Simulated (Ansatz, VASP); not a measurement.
# Two plane-wave programs on Mo

```xyz
8
Lattice="4.9960 0.0000 0.0000 0.0000 4.9960 0.0000 0.0000 0.0000 4.9960" Properties=species:S:1:pos:R:3 pbc="T T T"
Mo    0.0000    0.0000    0.0000
Mo    2.4980    2.4980    2.4980
Mo    1.2490    0.0000    2.4980
Mo    3.7470    0.0000    2.4980
Mo    2.4980    1.2490    0.0000
Mo    2.4980    3.7470    0.0000
Mo    0.0000    2.4980    1.2490
Mo    0.0000    2.4980    3.7470
```

Alike in both runs: task relaxation of cell and atoms; functional revPBE; k mesh 5 × 5 × 5; occupations fermi-dirac, width 0.1 eV; no spin polarisation.

|  | VASP | Ansatz |
| --- | --- | --- |
| version | VASP 6.6.1 | Ansatz 0.2.0 |
| potentials or method | VASP PAW PBE potentials, release 64 (Mo_sv), cutoff 600 eV | plane waves (420 eV) with PAW, scalar-relativistic |
| valence electrons in the cell | 112 | 112 |

VASP gave:

* relaxed volume (Å³/atom): 16.21
* relaxed cell length with the largest relative difference (Å): 5.061

Q: Which values does Ansatz return?

A: Relaxed volume (Å³/atom): 16.18; relaxed cell length with the largest relative difference (Å): 5.059.

VASP's potentials were made for PBE, not for revPBE.
